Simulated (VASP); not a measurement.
# Sn (P6_3/mmc) in VASP: notebook, part 2 of 2

VASP 6.6.1. Earlier steps stand in the parts before.

### Step 5. Single point, PBEsol (volume scaled by 1.12)

INCAR

```
  PREC = Accurate
  ENCUT = 520
  EDIFF = 1E-6
  ISMEAR = -1
  SIGMA = 0.1
  LREAL = False
  LASPH = True
  NELM = 80
  ALGO = Normal
  ISIF = 2
  LWAVE = False
  LCHARG = True
  GGA = PS
  LELF = True
  LVHAR = True
  NBANDS = 21
```

KPOINTS

```
regular mesh
0
Gamma
  12 12 7
```

POSCAR

```
Sn
1.0
    3.4425543922      0.0000000000      0.0000000000
   -1.7212771961      2.9813395576      0.0000000000
    0.0000000000      0.0000000000      5.7250894709
Sn
2
Direct
    0.3333333333      0.6666666667      0.2500000000
    0.6666666667      0.3333333333      0.7500000000
```

Potentials or basis: VASP PAW PBE potentials, release 64 (Sn_d).

Run with:

```sh
> cat potpaw_PBE.64/Sn_d/POTCAR > POTCAR
> mpirun -np 1 vasp_std > vasp.out
```

OUTCAR:

```text
PREC = Accurate
   ENCUT = 520
   EDIFF = 1E-6
   ISMEAR = -1
   LREAL = False
   LASPH = True
   NELM = 80
   ISIF = 2
   GGA = PS

 ion  position               nearest neighbor table
   1  0.333  0.667  0.250-   2 3.48   2 3.48   2 3.48   2 3.48   2 3.48   2 3.48
   2  0.667  0.333  0.750-   1 3.48   1 3.48   1 3.48   1 3.48   1 3.48   1 3.48

  LATTYP: Found a hexagonal cell.
 ALAT       =     3.4425543922
 C/A-ratio  =     1.6630352984

  Lattice vectors:

 A1 = (   3.4425543922,   0.0000000000,   0.0000000000)
 A2 = (  -1.7212771961,   2.9813395576,   0.0000000000)
 A3 = (   0.0000000000,   0.0000000000,   5.7250894709)

Analysis of symmetry for initial positions (statically):
=====================================================================
 Subroutine PRICEL returns:
 Original cell was already a primitive cell.

 Routine SETGRP: Setting up the symmetry group for a
 hexagonal supercell.

 Subroutine GETGRP returns: Found 24 space group operations
 (whereof 12 operations were pure point group operations)
[... 153 lines left out ...]
 NGX is ok and might be reduce to    28
   NGX = 13   NGY = 13   NGZ = 21

 number of electron      28.0000004 magnetization

 Free energy of the ion-electron system (eV)
  ---------------------------------------------------
  ext. energy  EPLUGINS =         0.00000000
  ---------------------------------------------------
  free energy    TOTEN  =        -8.37704310 eV

  energy without entropy =       -8.32601254  energy(sigma->0) =       -8.35152782

 E-fermi :   7.0176     XC(G=0): -10.1442

 val. band max:        7.0100103172   @ k =   0.1667   0.1667   0.1429
 cond. band min:       7.0347095775   @ k =   0.2500   0.0833   0.2857
 fundamental gap:      0.0246992603
 Fermi energy:         7.0175620277

 k-point     1 :       0.0000    0.0000    0.0000
  band No.  band energies     occupation
      1     -14.3642      2.00000
      2     -14.3563      2.00000
      3     -14.3508      2.00000
      4     -14.3508      2.00000
      5     -14.3433      2.00000
      6     -14.3433      2.00000
[... 565 lines left out ...]
     20      15.1623      0.00000
     21      16.5292      0.00000

 [... further k-points ...]
[... 5 lines left out ...]
  --------------------------------------------------------------------------------------
  -------------------------------------------------------------------------------------
  Total       -1.6498084     -1.6498084     -1.9056357      0.0000000      0.0000000     -0.0000000
  in kB      -44.9851901    -44.9851901    -51.9608125      0.0000000      0.0000000     -0.0000000
  external PRESSURE =     -47.3103976 kB  Pullay stress =       0.0000000 kB

 VOLUME and BASIS-vectors are now :
 -----------------------------------------------------------------------------
  energy-cutoff  :      520.00
  volume of cell :       58.76
      direct lattice vectors                 reciprocal lattice vectors
     3.442554392  0.000000000  0.000000000     0.290481975  0.167709847  0.000000000
    -1.721277196  2.981339558  0.000000000     0.000000000  0.335419693  0.000000000
     0.000000000  0.000000000  5.725089471     0.000000000  0.000000000  0.174669759

 POSITION                                       TOTAL-FORCE (eV/Angst)
 -----------------------------------------------------------------------------------
     -0.00000      1.98756      1.43127        -0.000000     -0.000000      0.000000
      1.72128      0.99378      4.29382         0.000000      0.000000      0.000000
 -----------------------------------------------------------------------------------
    total drift:                                0.000000     -0.000000      0.000000

  FREE ENERGIE OF THE ION-ELECTRON SYSTEM (eV)
  ---------------------------------------------------
  free  energy   TOTEN  =        -8.3770430983 eV

  energy  without entropy=       -8.3260125409  energy(sigma->0) =       -8.35152782
```

OSZICAR:

```text
N       E                     dE             d eps       ncg     rms          rms(c)
DAV:   1     0.220470548856E+03    0.22047E+03   -0.14801E+04  3241   0.204E+03
DAV:   2     0.145503962758E+02   -0.20592E+03   -0.20174E+03  3217   0.448E+02
DAV:   3    -0.770976732721E+01   -0.22260E+02   -0.22065E+02  3746   0.133E+02
DAV:   4    -0.838851722914E+01   -0.67875E+00   -0.67820E+00  3645   0.258E+01
DAV:   5    -0.841318579602E+01   -0.24669E-01   -0.24668E-01  4381   0.488E+00    0.163E+00
DAV:   6    -0.838526842046E+01    0.27917E-01   -0.43993E-02  4373   0.273E+00    0.864E-01
DAV:   7    -0.837748607355E+01    0.77823E-02   -0.21830E-02  4365   0.183E+00    0.142E-01
DAV:   8    -0.837703705367E+01    0.44902E-03   -0.14264E-03  3862   0.540E-01    0.199E-02
DAV:   9    -0.837704211964E+01   -0.50660E-05   -0.38585E-05  4457   0.504E-02    0.112E-02
DAV:  10    -0.837704309829E+01   -0.97865E-06   -0.21172E-06  3029   0.132E-02
   1 F= -.83770431E+01 E0= -.83515278E+01  d E =-.510306E-01
```

Wall time 54 s (1 thread of Intel Xeon Platinum 8375C at 2.90GHz (Ice Lake), shared host); peak memory 0.22 GiB.

Results:

- Free energy: -8.3770 eV
- Pressure: -4.7 GPa
- Band gap on the k mesh: zero (band 14 reaches 12.62 eV, above the bottom of band 15 at 5.04 eV)

Stress tensor (GPa, compression positive):
```
-4.50  0.00  0.00
 0.00 -4.50  0.00
 0.00  0.00 -5.20
```

Caveat: the cell differs from its parent crystal (volume scaled by 1.12); the PAW data sets were made with another functional, which shifts forces and pressure a little; spin-orbit coupling is left out, which moves the levels of the heavy elements.

### Step 6. Relaxation of cell and atoms, PBEsol

This run uses another cell than the first one, of 28.03 Å³/atom, 1.069 times its volume.

INCAR

```
PREC = Accurate
ENCUT = 600
EDIFF = 1E-6
ISMEAR = -1
SIGMA = 0.1
LREAL = F
LASPH = T
NELM = 80
ALGO = Normal
ISIF = 3
LWAVE = F
LCHARG = F
GGA = PS
IBRION = 2
NSW = 80
EDIFFG = -0.01
```

KPOINTS

```
Automatic mesh
0
Gamma
  11 11 6
```

POSCAR

```
Sn
1.0
    3.4098662044      0.0000000000      0.0000000000
   -1.7049331022      2.9530307565      0.0000000000
    0.0000000000      0.0000000000      5.5683115117
Sn
2
Direct
    0.3333333333      0.6666666667      0.2500000000
    0.6666666667      0.3333333333      0.7500000000
```

Potentials or basis: VASP PAW PBE potentials, release 64 (Sn_d).

Run with:

```sh
> cat potpaw_PBE.64/Sn_d/POTCAR > POTCAR
> mpirun -np 1 vasp_std > vasp.out
```

It took 2.5 min on 1 thread of Intel Xeon Platinum 8375C at 2.90GHz (Ice Lake), shared host; peak memory 0.23 GiB.

Results (log left out):

| Property | Result |
| --- | --- |
| Free energy | -8.5196 eV |
| Relaxed volume | 26.25 Å³/atom |
| Relaxed cell | a = 3.317 Å, b = 3.317 Å, c = 5.510 Å, α = 90.00°, β = 90.00°, γ = 120.00° |
| Space group after relaxing (to 0.05 Å) | P6_3/mmc (No. 194) |
| Energy gained by relaxing | 20.8 meV/atom |
| Ionic steps | 6 |
| Pressure after relaxing | 0.0 GPa |
| Band gap on the k mesh | zero (band 14 reaches 14.52 eV, above the bottom of band 15 at 6.28 eV) |

Stress tensor (GPa, compression positive):
```
-0.05  0.00  0.00
 0.00 -0.05  0.00
 0.00  0.00  0.06
```

The path:
| step | energy change (eV) | largest force (eV/Å) | pressure (GPa) | volume (Å³) |
| --- | --- | --- | --- | --- |
| 1 | 0.0000 | 0.0000 | -3.14 | 56.07 |
| 2 | -0.0392 | 0.0000 | 0.82 | 51.72 |
| 3 | -0.0408 | 0.0000 | 0.10 | 52.38 |
| 4 | -0.0407 | 0.0000 | 0.03 | 52.45 |
| 5 | -0.0415 | 0.0000 | 0.01 | 52.49 |
| 6 | -0.0415 | 0.0000 | -0.02 | 52.50 |

Final structure:
```xyz
2
Lattice="3.3168 0.0000 0.0000 -1.6584 2.8724 0.0000 0.0000 0.0000 5.5104" Properties=species:S:1:pos:R:3 pbc="T T T"
Sn    0.0000    1.9150    1.3776
Sn    1.6584    0.9575    4.1328
```

Levels at points of the mesh, in eV from the Fermi level:
```csv
k point,band 11,band 12,band 13,band 14,band 15,band 16,band 17,band 18
"(0.00, 0.00, 0.00)",-11.40,-7.04,-4.86,6.13,6.13,7.77,7.89,7.89
"(0.00, 0.00, 0.50)",-10.11,-10.11,0.78,0.78,7.04,7.04,7.04,7.04
```

Caveat: the PAW data sets were made with another functional, which shifts forces and pressure a little; spin-orbit coupling is left out, which moves the levels of the heavy elements.

### Step 7. Single point, PBEsol

INCAR

```
SYSTEM = Sn
PREC     = Accurate       ! precision mode
ENCUT    = 520            ! plane-wave cutoff, eV
EDIFF    = 1E-7           ! SCF threshold, eV
ISMEAR   = -1             ! smearing method
SIGMA    = 0.1            ! smearing width, eV
LREAL    = .False.        ! projectors in reciprocal space
LASPH    = .True.         ! aspherical terms in the spheres
NELM     = 80             ! most SCF steps
ALGO     = Normal         ! electronic algorithm
ISIF     = 2              ! what is computed and relaxed
LWAVE    = .False.        ! write WAVECAR
LCHARG   = .False.        ! write CHGCAR
GGA      = PS             ! functional
NBANDS   = 21             ! bands
```

KPOINTS

```
regular mesh
0
Gamma
  18 18 10
  0 0 0
```

POSCAR

```
Sn
1.0
    3.3149333680      0.0000000000      0.0000000000
   -1.6574666840      2.8708165085      0.0000000000
    0.0000000000      0.0000000000      5.5128512027
Sn
2
Direct
    0.3333333333      0.6666666667      0.2500000000
    0.6666666667      0.3333333333      0.7500000000
```

Run with:

```sh
> cat potpaw_PBE.64/Sn_d/POTCAR > POTCAR
> mpirun -np 1 vasp_std > vasp.out
```

It took 2.6 min on 1 thread of Intel Xeon Platinum 8375C at 2.90GHz (Ice Lake), shared host; peak memory 0.31 GiB.

Results (log left out):

- Free energy: -8.4964 eV
- Pressure: 0.0 GPa
- Band gap on the k mesh: zero (band 14 reaches 14.59 eV, above the bottom of band 15 at 5.91 eV)

Stress tensor (GPa, compression positive):
```
-0.04  0.00  0.00
 0.00 -0.04  0.00
 0.00  0.00  0.12
```

Levels at points of the mesh, in eV from the Fermi level:
```
           k point  band 11  band 12  band 13  band 14  band 15  band 16  band 17  band 18
(0.00, 0.00, 0.00)   -11.38    -7.02    -4.83     6.18     6.18     7.79     7.94     7.94
(0.50, 0.00, 0.00)    -7.11    -6.01    -2.42    -1.63    -0.81     1.24     2.29     5.90
(0.00, 0.00, 0.50)   -10.08   -10.08     0.80     0.80     7.09     7.09     7.09     7.09
(0.50, 0.00, 0.50)    -6.02    -6.02    -4.21    -4.21     3.65     3.65     3.84     3.84
```

Caveat: the PAW data sets were made with another functional, which shifts forces and pressure a little; spin-orbit coupling is left out, which moves the levels of the heavy elements.

### Step 8. Overview

```tsv
task	cell	k mesh	cutoff (eV)	gap on the mesh (eV)	pressure (GPa)
single point	a = 3.315, b = 3.315, c = 5.513 Å, angles 90.0, 90.0, 120.0°, 2 atoms	12 × 12 × 7	520	none	-0.1
single point	a = 3.359, b = 3.359, c = 5.585 Å, angles 90.0, 90.0, 120.0°, 2 atoms	12 × 12 × 7	520	none	-2.0
single point	a = 3.401, b = 3.401, c = 5.656 Å, angles 90.0, 90.0, 120.0°, 2 atoms	12 × 12 × 7	520	none	-3.5
single point	a = 3.443, b = 3.443, c = 5.725 Å, angles 90.0, 90.0, 120.0°, 2 atoms	12 × 12 × 7	520	none	-4.7
relaxation of cell and atoms	relaxed from a = 3.410, b = 3.410, c = 5.568 Å, angles 90.0, 90.0, 120.0°, 2 atoms	11 × 11 × 6	600	none	0.0
single point	a = 3.315, b = 3.315, c = 5.513 Å, angles 90.0, 90.0, 120.0°, 2 atoms	18 × 18 × 10	520	none	0.0
```

Alike in all rows: level PBEsol; potentials or basis VASP PAW PBE potentials, release 64 (Sn_d); no spin polarisation; smearing fermi-dirac 0.1 eV.

Caveats: the PAW data sets were made with another functional, which shifts forces and pressure a little; spin-orbit coupling is left out, which moves the levels of the heavy elements.

Absolute energies hang on the potentials; compare differences alone.
